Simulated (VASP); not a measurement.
Here is a VASP 6.6.1 calculation.

INCAR

```
SYSTEM = SiNi
  PREC = Accurate
  ENCUT = 600
  EDIFF = 1E-6
  ISMEAR = 0
  SIGMA = 0.1
  LREAL = .FALSE.
  LASPH = .TRUE.
  NELM = 80
  ALGO = Normal
  ISIF = 3
  LWAVE = .FALSE.
  LCHARG = .FALSE.
  GGA = PE
  IBRION = 2
  NSW = 100
  EDIFFG = -0.01
```

KPOINTS

```
regular mesh
0
G
  20 20 20
  0 0 0
```

The input POSCAR:

```
SiNi
1.0
    2.8686228363      0.0000000000      0.0000000000
    0.0000000000      2.8686228363      0.0000000000
    0.0000000000      0.0000000000      2.8686228363
Si Ni
1 1
Direct
    0.0000000000      0.0000000000      0.0000000000
    0.5000000000      0.5000000000      0.5000000000
```

Potentials or basis: VASP PAW PBE potentials, release 64 (Si, Ni).

Run with:

```sh
$ cat potpaw_PBE.64/Si/POTCAR potpaw_PBE.64/Ni/POTCAR > POTCAR
$ mpirun -np 1 vasp_std > vasp.out
```

(1) What does it give for the band gap on the k mesh?

(2) Predict the relaxed cell.

Results:

(1) zero (band 7 reaches 14.37 eV, above the bottom of band 8 at 11.05 eV).

(2) a = 2.838 Å, b = 2.838 Å, c = 2.838 Å, α = 90.00°, β = 90.00°, γ = 90.00°.
